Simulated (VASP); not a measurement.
Sb, 1 atom in the cell. The structure is cubic, space group Pm-3m (No. 221). Conventional cell: a = 3.160 Å, b = 3.160 Å, c = 3.160 Å, α = 90.00°, β = 90.00°, γ = 90.00°. Within 4.2 Å of Sb (site symmetry m-3m) lie 6 Sb at 3.16 Å. 

```yaml
Program: VASP 6.6.1
Task: relaxation of cell and atoms
Functional: PBEsol
Potentials_or_basis: VASP PAW PBE potentials, release 64 (Sb)
Cutoff: 600 eV
k_mesh: 8 × 8 × 8
Occupations: fermi-dirac, width 0.05 eV
Spin: no spin polarisation
Target_pressure: 20 GPa
Dipole_correction: no
Further_INCAR_settings: ALGO = Normal; EDIFF = 1e-06; IBRION = 2; EDIFFG = -0.02; NSW = 80; ISIF = 3
```

Potentials or basis: VASP PAW PBE potentials, release 64 (Sb).

The run is started by

```console
$ cat potpaw_PBE.64/Sb/POTCAR > POTCAR
$ mpirun -np 1 vasp_std > vasp.out
```

Hardware: 1 thread of AMD EPYC 7R13 (shared host).

Question: How long does it take, and how much memory?

Answer: It took 58 s on 1 thread of AMD EPYC 7R13, on a shared host, peak memory 0.14 GiB. Counts: scf iterations 37, k points 35, ion steps 5.
